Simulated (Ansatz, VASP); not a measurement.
HfO2 in VASP and in Ansatz

Contents of INCAR:

```
ALGO     = Normal         # electronic algorithm
EDIFF    = 1E-7           # SCF threshold, eV
ENCUT    = 520            # plane-wave cutoff, eV
GGA      = PE             # functional
ISIF     = 2              # what is computed and relaxed
ISMEAR   = -1             # smearing method
LASPH    = T              # aspherical terms in the spheres
LCHARG   = T              # write CHGCAR
LELF     = T              # ELF
LREAL    = F              # projectors in reciprocal space
LVHAR    = T            
LWAVE    = F              # write WAVECAR
NBANDS   = 31             # bands
NELM     = 80             # most SCF steps
PREC     = Accurate       # precision mode
SIGMA    = 0.05           # smearing width, eV
```

File KPOINTS:

```
k-points
0
Gamma
  6 6 5
```

The input POSCAR:

```
HfO2
1.0
    3.5935995233      0.0000000000      0.0000000000
    0.0000000000      3.5935995233      0.0000000000
    0.0000000000      0.0000000000      5.1718612100
Hf O
2 4
Direct
    0.0000000000      0.0000000000      0.0000000000
    0.5000000000      0.5000000000      0.5000000000
    0.0000000000      0.5000000000      0.1972078800
    0.5000000000      0.0000000000      0.3027921200
    0.5000000000      0.0000000000      0.8027921200
    0.0000000000      0.5000000000      0.6972078800
```

File input.yaml:

```yaml
crystal:
  lattice:
    - [3.5935995233, 0.0, 0.0]
    - [0.0, 3.5935995233, 0.0]
    - [0.0, 0.0, 5.17186121]
  atoms:
    - { symbol: Hf, position: [0.0, 0.0, 0.0] }
    - { symbol: Hf, position: [0.5, 0.5, 0.5] }
    - { symbol: O, position: [0.0, 0.5, 0.19720788] }
    - { symbol: O, position: [0.5, 0.0, 0.30279212] }
    - { symbol: O, position: [0.5, 0.0, 0.80279212] }
    - { symbol: O, position: [0.0, 0.5, 0.69720788] }
hamiltonian:
  xc: pbe
  pseudopotentials: { kind: paw }
kpoints:
  mp_grid: { grid: [6, 6, 5] }
  band_path:
    path:
      - [[0.0, 0.0, 0.0], [0.0, 0.5, 0.0], [0.5, 0.5, 0.0], [0.0, 0.0, 0.0], [0.0, 0.0, 0.5], [0.0, 0.5, 0.5], [0.5, 0.5, 0.5], [0.0, 0.0, 0.5]]
      - [[0.0, 0.5, 0.0], [0.0, 0.5, 0.5]]
      - [[0.5, 0.5, 0.0], [0.5, 0.5, 0.5]]
    npoints: 14
scf:
  occupations: { method: fermi_dirac, width: 0.05 }
  n_extra_bands: 15
output:
  forces: true
  stress: true
  eigenvalues: true
  fatbands: true
  write_density: true
  write_potential: true
  elf: true
  volumetric_format: npy
```

Alike in both runs: functional PBE; k mesh 6 × 6 × 5; occupations fermi-dirac, width 0.05 eV; no spin polarisation.

```csv
,VASP,Ansatz
version,VASP 6.6.1,Ansatz 0.2.0
potentials or method,"VASP PAW PBE potentials, release 64 (Hf_pv, O)",Ansatz PAW
plane-wave cutoff (eV),520,420
valence electrons in the cell,44,76
task,single point,band structure
```

|  | VASP | Ansatz | Ansatz less VASP |
| --- | --- | --- | --- |
| gap on the k mesh at the Fermi level (eV) | 4.60 | 4.64 | +0.039 |
| least direct gap on the mesh (eV) | 4.69 | 4.72 | +0.031 |
| pressure (GPa) | 1.1 | 4.5 | +3.34 |
| traceless stress, the component that is largest in VASP (GPa) | 2.26 | 2.12 | -0.141 |
| rms of the force components (eV/Å) | 0.010 | 0.030 | +0.0201 |

Atom by atom the forces differ by 0.020 eV/Å (rms over components). The functional is the same, so the differences come from potentials, cutoffs and numerics. VASP's potentials hold 44 valence electrons a cell and Ansatz's 76, so a difference there can come from the potentials and not from the codes.

Spin-orbit coupling is off throughout.
